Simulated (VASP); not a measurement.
Input of a VASP 6.6.1 run:

File INCAR:

```
SYSTEM = SiO2
  PREC = Accurate
  ENCUT = 520
  EDIFF = 1E-7
  ISMEAR = 0
  SIGMA = 0.02
  LREAL = .FALSE.
  LASPH = .TRUE.
  NELM = 60
  ALGO = Normal
  ISIF = 2
  LWAVE = .FALSE.
  LCHARG = .FALSE.
  GGA = CA
  NBANDS = 44
```

KPOINTS

```
Automatic mesh
0
G
  6 6 4
  0 0 0
```

Contents of POSCAR:

```
SiO2
1.0
    5.0767533574      0.0000000000      0.0000000000
    0.0000000000      5.0767533574      0.0000000000
    0.0000000000      0.0000000000      7.1576075690
Si O
4 8
Direct
    0.0000000000      0.0000000000      0.0000000000
    0.0000000000      0.5000000000      0.2500000000
    0.5000000000      0.5000000000      0.5000000000
    0.5000000000      0.0000000000      0.7500000000
    0.0888544868      0.2500000000      0.1250000000
    0.2500000000      0.5888544868      0.3750000000
    0.7500000000      0.4111455132      0.3750000000
    0.9111455132      0.7500000000      0.1250000000
    0.5888544868      0.7500000000      0.6250000000
    0.7500000000      0.0888544868      0.8750000000
    0.2500000000      0.9111455132      0.8750000000
    0.4111455132      0.2500000000      0.6250000000
```

Potentials or basis: VASP PAW LDA potentials, release 64 (Si, O).

Run with:

```console
$ cat potpaw_LDA.64/Si/POTCAR potpaw_LDA.64/O/POTCAR > POTCAR
$ mpirun -np 1 vasp_std > vasp.out
```

Task: Estimate the pressure.

Result: -2.6 GPa.

Task: Estimate the band gap on the k mesh.

Result: 5.60 eV.

Task: Estimate the largest force.

Result: 0.174 eV/Å.

Stress tensor (GPa, compression positive):
```
-3.30  0.00  0.00
 0.00 -3.30  0.00
 0.00  0.00 -1.22
```

Caveat: the cell differs from its parent crystal (biaxial strain in the a-b plane: +3.0 %). A k mesh can miss the band edges.
